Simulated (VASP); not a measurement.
CaO: relaxation of cell and atoms with PBEsol

Crystal: CaO.

```xyz
2
Lattice="0.0000 2.4036 2.4036 2.4036 0.0000 2.4036 2.4036 2.4036 0.0000" Properties=species:S:1:pos:R:3 pbc="T T T"
Ca    0.0000    0.0000    0.0000
O     2.4036    2.4036    2.4036
```

| Property | Result |
| --- | --- |
| Program | VASP 6.6.1 |
| Task | relaxation of cell and atoms |
| Functional | PBEsol |
| Potentials or basis | VASP PAW PBE potentials, release 64 (Ca_sv, O) |
| Cutoff | 600 eV |
| k mesh | 8 × 8 × 8 |
| Occupations | gaussian, width 0.02 eV |
| Spin | no spin polarisation |
| Dipole correction | no |
| Further INCAR settings | ALGO = Normal; EDIFF = 1e-07; IBRION = 2; EDIFFG = -0.002; NSW = 100; ISIF = 3 |

```json
{"Relaxed volume": "13.61 Å³/atom", "Relaxed cell": "a = 3.376 Å, b = 3.376 Å, c = 3.376 Å, α = 60.00°, β = 60.00°, γ = 60.00°", "Space group after relaxing (to 0.1 Å)": "Fm-3m (No. 225)", "Energy gained by relaxing": "2.0 meV/atom", "Ionic steps": "3", "Pressure after relaxing": "0.0 GPa", "Band gap on the k mesh": "3.53 eV (least direct gap 3.90 eV)"}
```

The path:
| step | energy change (eV) | largest force (eV/Å) | pressure (GPa) | volume (Å³) |
| --- | --- | --- | --- | --- |
| 1 | 0.0000 | 0.0000 | -2.23 | 27.77 |
| 2 | -0.0033 | 0.0000 | 0.93 | 27.00 |
| 3 | -0.0040 | 0.0000 | 0.00 | 27.21 |

Final structure:
```xyz
2
Lattice="0.0000 2.3874 2.3874 2.3874 0.0000 2.3874 2.3874 2.3874 0.0000" Properties=species:S:1:pos:R:3 pbc="T T T"
Ca    0.0000    0.0000    0.0000
O     2.3874    2.3874    2.3874
```

Levels at points of the mesh, in eV from the valence-band top:
| k point | band 6 | band 7 | band 8 | band 9 | band 10 | band 11 |
| --- | --- | --- | --- | --- | --- | --- |
| (0.00, 0.00, 0.00) | 0.00 | 0.00 | 0.00 | 4.73 | 6.24 | 6.24 |
| (0.50, 0.00, 0.00) | -2.74 | -1.26 | -1.26 | 7.11 | 8.48 | 8.48 |
| (0.50, 0.50, 0.00) | -1.31 | -0.37 | -0.37 | 3.53 | 8.19 | 9.04 |

Run time: 60 s on 1 thread of AMD EPYC 7R13 (shared host), peak memory 0.14 GiB.

Caveat: the PAW data sets were made with another functional, which shifts forces and pressure a little. A k mesh can miss the band edges.
